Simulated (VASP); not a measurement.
# W (Fmmm) in VASP: further runs

The runs below take W through single point, with PBE.

Program: VASP 6.6.1. These are calculated values, not measurements. Logs are shortened: lines on timing, memory, paths and dates and some standing lists are left out, and cuts for length are marked.

## (1) The cell of the first run

Symmetry: Fmmm, No. 69, orthorhombic system. Conventional cell: a = 3.195 Å, b = 4.433 Å, c = 4.603 Å, α = 90.00°, β = 90.00°, γ = 90.00°. Within 3.6 Å of W (site symmetry mmm) lie 14 W at 2.73 to 3.20 Å.

## (2) Single point, PBE (strain +0.0375 x Voigt [0, 0, 0, 1, 0, 0])

Input file INCAR:

```
SYSTEM = W
  ALGO = Fast
  EDIFF = 1E-6
  ENCUT = 520
  GGA = PE
  ISIF = 2
  ISMEAR = 0
  LASPH = .True.
  LCHARG = .False.
  LREAL = .False.
  LWAVE = .False.
  NBANDS = 13
  NELM = 60
  PREC = Accurate
  SIGMA = 0.15
```

Input file KPOINTS:

```
k-points
0
Gamma
  20 20 20
  0 0 0
```

Input file POSCAR:

```
W
1.0
   -1.5973000000      1.6272493750      1.6272493750
    1.5973000000     -1.5673506250      1.5673506250
    1.5973000000      1.5673506250     -1.5673506250
W
1
Direct
    0.0000000000      0.0000000000      0.0000000000
```

Potentials or basis: VASP PAW PBE potentials, release 64 (W_sv).

On the command line:

```console
$ cat potpaw_PBE.64/W_sv/POTCAR > POTCAR
$ mpirun -np 1 vasp_std > vasp.out
```

OUTCAR:

```text
SYSTEM = W
   EDIFF = 1E-6
   ENCUT = 520
   GGA = PE
   ISIF = 2
   ISMEAR = 0
   LASPH = .True.
   LREAL = .False.
   NELM = 60
   PREC = Accurate

 ion  position               nearest neighbor table
   1  0.000  0.000  0.000-

  LATTYP: Found a face centered orthorhombic cell.
 ALAT       =     3.1946000000
 B/A-ratio  =     1.3876970581
 C/A-ratio  =     1.4407300667

  Lattice vectors:

 A1 = (   0.0000000000,   3.1946000000,   0.0598987500)
 A2 = (   1.5973000000,   1.6272493750,   1.6272493750)
 A3 = (   1.5973000000,   1.5673506250,  -1.5673506250)

Analysis of symmetry for initial positions (statically):
=====================================================================
 Subroutine PRICEL returns:
 Original cell was already a primitive cell.

 Routine SETGRP: Setting up the symmetry group for a
 face centered orthorhombic supercell.

 Subroutine GETGRP returns: Found  8 space group operations
 (whereof  8 operations were pure point group operations)
 out of a pool of  8 trial point group operations.

The static configuration has the point symmetry D_2h.

Analysis of symmetry for dynamics (positions and initial velocities):
=====================================================================
 Subroutine PRICEL returns:
 Original cell was already a primitive cell.

 Routine SETGRP: Setting up the symmetry group for a
 face centered orthorhombic supercell.

 Subroutine GETGRP returns: Found  8 space group operations
 (whereof  8 operations were pure point group operations)
 out of a pool of  8 trial point group operations.

The dynamic configuration has the point symmetry D_2h.

 Subroutine INISYM returns: Found  8 space group operations
 (whereof  8 operations are pure point group operations),
 and found     1 'primitive' translations

----------------------------------------------------------------------------------------

                                     Primitive cell

  volume of cell :      16.2955

  direct lattice vectors                    reciprocal lattice vectors
    -1.597300000  1.627249375  1.627249375     0.000000000  0.307266979  0.307266979
     1.597300000 -1.567350625  1.567350625     0.313028235 -0.005871344  0.313138323
     1.597300000  1.567350625 -1.567350625     0.313028235  0.313138323 -0.005871344

  length of vectors
     2.801294049  2.732131632  2.732131632     0.434541129  0.442805553  0.442805553

  position of ions in fractional coordinates (direct lattice)
     0.000000000  0.000000000  0.000000000

  ion indices of the primitive-cell ions
   primitive index   ion index
                 1           1

----------------------------------------------------------------------------------------

 KPOINTS: k-points

Automatic generation of k-mesh.
 Grid dimensions read from file:
 generate k-points for:   20   20   20

 Generating k-lattice:

  Cartesian coordinates                     Fractional coordinates (reciprocal lattice)
     0.000000000  0.015363349  0.015363349     0.050000000  0.000000000  0.000000000
     0.015651412 -0.000293567  0.015656916     0.000000000  0.050000000 -0.000000000
     0.015651412  0.015656916 -0.000293567     0.000000000 -0.000000000  0.050000000

  Length of vectors
     0.021727056  0.022140278  0.022140278

  Shift w.r.t. Gamma in fractional coordinates (k-lattice)
     0.000000000  0.000000000  0.000000000

 Subroutine IBZKPT returns following result:
 ===========================================

 Found   1166 irreducible k-points:

 Following reciprocal coordinates:
            Coordinates               Weight
  0.000000  0.000000  0.000000      1.000000
  0.050000  0.000000  0.000000      2.000000
  0.100000  0.000000  0.000000      2.000000
  0.150000  0.000000  0.000000      2.000000
  0.200000  0.000000  0.000000      2.000000
  0.250000  0.000000  0.000000      2.000000
[... 16 lines left out ...]
  0.050000  0.100000  0.000000      8.000000
  0.100000  0.100000  0.000000      8.000000
 [... further k-points ...]
   k-points           NKPTS =   1166   k-points in BZ     NKDIM =   1166   number of bands    NBANDS=     13
   number of dos      NEDOS =    301   number of ions     NIONS =      1
   total plane-waves  NPLWV =   9600
   dimension x,y,z NGX =    24 NGY =   20 NGZ =   20
   dimension x,y,z NGXF=    48 NGYF=   40 NGZF=   40
   ions per type =               1
   NGX,Y,Z   is equivalent  to a cutoff of  14.24, 12.17, 12.17 a.u.
   NGXF,Y,Z  is equivalent  to a cutoff of  28.49, 24.34, 24.34 a.u.
 SYSTEM =  W
   PREC   = accura    normal or accurate (medium, high low for compatibility)
   ISTART =      0    job   : 0-new  1-cont  2-samecut
   ICHARG =      2    charge: 1-file 2-atom 10-const
   ISPIN  =      1    spin polarized calculation?
   LNONCOLLINEAR =      F non collinear calculations
   LSORBIT =      F    spin-orbit coupling
   LASPH  =      T    aspherical Exc in radial PAW
   ENCUT  =  520.0 eV  38.22 Ry    6.18 a.u.   5.21  5.08  5.08*2*pi/ulx,y,z
   NELM   =     60;   NELMIN=  2; NELMDL= -5     # of ELM steps
   EDIFF  = 0.1E-05   stopping-criterion for ELM
   LREAL  =      F    real-space projection
   EDIFFG = 0.1E-04   stopping-criterion for IOM
   NSW    =      0    number of steps for IOM
   IBRION =     -1    ionic relax: 0-MD 1-quasi-New 2-CG
   NFREE  =      0    steps in history (QN), initial steepest desc. (CG)
   ISIF   =      2    stress and relaxation
   ISYM   =      2    0-nonsym 1-usesym 2-fastsym
   POTIM  = 0.5000    time-step for ionic-motion
   TEBEG  =    0.0;   TEEND  =   0.0 temperature during run
   PSTRESS=    0.0 pullay stress
   NELECT =      14.0000    total number of electrons
   NUPDOWN=      -1.0000    fix difference up-down
   EMIN   =  10.00;   EMAX   =-10.00  energy-range for DOS
   EFERMI =   0.00;   METHOD = LEGACY
   ISMEAR =     0;   SIGMA  =   0.15  broadening in eV -4-tet -1-fermi 0-gaus
   EFERMI_NEDOS =   21; number of points for ismear=-14 and -15
   IALGO  =     68    algorithm
   IMIX   =      4    mixing-type and parameters
     AMIX     =   0.40;   BMIX     =  1.00
     AMIX_MAG =   1.60;   BMIX_MAG =  1.00
  volume/ion in A,a.u.               =      16.30       109.97
  Fermi-wavevector in a.u.,A,eV,Ry     =   1.556307  2.940994 32.954553  2.422091
  Thomas-Fermi vector in A             =   2.660122
   LORBIT       =      0    0 simple, 1 ext, 2 COOP (PROOUT), +10 PAW based schemes
   GGA     = PE    functional components
   LHFCALC =     F    Hartree Fock is set to
   AEXX    =    0.0000 exact exchange contribution
   IVDW    =     0    specifies the selected vdW correction
   LEPSILON=     F    determine dielectric tensor
   LRPA    =     F    only Hartree local field effects (RPA)
 non-spin polarized calculation
 RMM-DIIS sequential band-by-band and
 Gauss-broadening in eV      SIGMA  =   0.15
  energy-cutoff  :      520.00
  volume of cell :       16.30
 maximum number of plane-waves:       453
 NGX is ok and might be reduce to    24
   NGX = 11   NGY = 11   NGZ = 11

 number of electron      14.0000001 magnetization

 Free energy of the ion-electron system (eV)
  ---------------------------------------------------
  ext. energy  EPLUGINS =         0.00000000
  ---------------------------------------------------
  free energy    TOTEN  =       -12.94906795 eV

  energy without entropy =      -12.94522240  energy(sigma->0) =      -12.94714517

 E-fermi :  11.0844     XC(G=0): -13.4844

 val. band max:       11.0710395522   @ k =   0.3000  -0.3500   0.2500
 cond. band min:      11.0982751333   @ k =   0.1000  -0.2000   0.2000
 fundamental gap:      0.0272355811
 Fermi energy:        11.0844219222

 k-point     1 :       0.0000    0.0000    0.0000
  band No.  band energies     occupation
      1     -63.1766      2.00000
      2     -26.8326      2.00000
      3     -26.7725      2.00000
      4     -26.7202      2.00000
      5       1.5661      2.00000
      6       9.5399      2.00000
      7       9.8186      2.00000
      8      10.1840      2.00000
      9      13.2503      0.00000
     10      13.2985      0.00000
     11      25.1651      0.00000
     12      25.5108      0.00000
     13      25.8481      0.00000

 k-point     2 :       0.0500    0.0000    0.0000
  band No.  band energies     occupation
      1     -63.1741      2.00000
      2     -26.8612      2.00000
      3     -26.7808      2.00000
      4     -26.7206      2.00000
      5       1.6787      2.00000
      6       9.4768      2.00000
      7       9.7831      2.00000
      8      10.2895      2.00000
      9      13.2198      0.00000
     10      13.2604      0.00000
     11      25.4246      0.00000
     12      25.6994      0.00000
     13      25.9269      0.00000

 k-point     3 :       0.1000    0.0000    0.0000
  band No.  band energies     occupation
      1     -63.1668      2.00000
      2     -26.9434      2.00000
      3     -26.8047      2.00000
      4     -26.7219      2.00000
      5       2.0069      2.00000
      6       9.2990      2.00000
      7       9.6681      2.00000
      8      10.6033      1.99999
      9      13.0449      0.00000
     10      13.2932      0.00000
     11      26.1097      0.00000
     12      26.1255      0.00000
     13      26.2528      0.00000
[... 305 lines left out ...]
 k-point    23 :       0.0500    0.1000    0.0000
  band No.  band energies     occupation
      1     -63.1583      2.00000
      2     -26.9983      2.00000
      3     -26.8341      2.00000
      4     -26.7534      2.00000
      5       2.3423      2.00000
      6       9.2890      2.00000
      7       9.5750      2.00000
      8      10.8100      1.99033
      9      12.7342      0.00000
     10      13.3654      0.00000
     11      26.1535      0.00000
     12      26.7115      0.00000
     13      27.0661      0.00000

 k-point    24 :       0.1000    0.1000    0.0000
  band No.  band energies     occupation
      1     -63.1475      2.00000
      2     -27.1206      2.00000
      3     -26.8605      2.00000
      4     -26.7609      2.00000
      5       2.8400      2.00000
      6       9.0543      2.00000
      7       9.2936      2.00000
      8      11.4063      0.00241
      9      12.5839      0.00000
     10      13.5068      0.00000
     11      26.6347      0.00000
     12      27.1481      0.00000
     13      27.6263      0.00000

 [... further k-points ...]

------------------------ aborting loop because EDIFF is reached ----------------------------------------

  FORCE on cell =-STRESS in cart. coord.  units (eV):
  Direction    XX          YY          ZZ          XY          YZ          ZX
  --------------------------------------------------------------------------------------
  -------------------------------------------------------------------------------------
  Total       -0.2226321     -0.2389304     -0.2389304      0.0000000     -0.5505042      0.0000000
  in kB      -21.8892857    -23.4917421    -23.4917421      0.0000000    -54.1258213      0.0000000
  external PRESSURE =     -22.9575900 kB  Pullay stress =       0.0000000 kB

 VOLUME and BASIS-vectors are now :
 -----------------------------------------------------------------------------
  energy-cutoff  :      520.00
  volume of cell :       16.30
      direct lattice vectors                 reciprocal lattice vectors
    -1.597300000  1.627249375  1.627249375     0.000000000  0.307266979  0.307266979
     1.597300000 -1.567350625  1.567350625     0.313028235 -0.005871344  0.313138323
     1.597300000  1.567350625 -1.567350625     0.313028235  0.313138323 -0.005871344

 POSITION                                       TOTAL-FORCE (eV/Angst)
 -----------------------------------------------------------------------------------
      0.00000      0.00000      0.00000         0.000000      0.000000      0.000000
 -----------------------------------------------------------------------------------
    total drift:                                0.000000     -0.000000      0.000000

  FREE ENERGIE OF THE ION-ELECTRON SYSTEM (eV)
  ---------------------------------------------------
  free  energy   TOTEN  =       -12.9490679501 eV

  energy  without entropy=      -12.9452223980  energy(sigma->0) =      -12.94714517
```

Wall time 5.8 min (1 thread of Intel Xeon 8259CL, shared host); peak memory 0.33 GiB.

Results:

- Free energy: -12.9491 eV
- Pressure: -2.3 GPa
- Band gap on the k mesh: zero (bands 7 and 8 overlap by 5.59 eV)

Caveat: the cell differs from its parent crystal (strain +0.0375 x Voigt [0, 0, 0, 1, 0, 0]); spin-orbit coupling is left out, which moves the levels of the heavy elements.

(Part 1 of 2 ends here.)
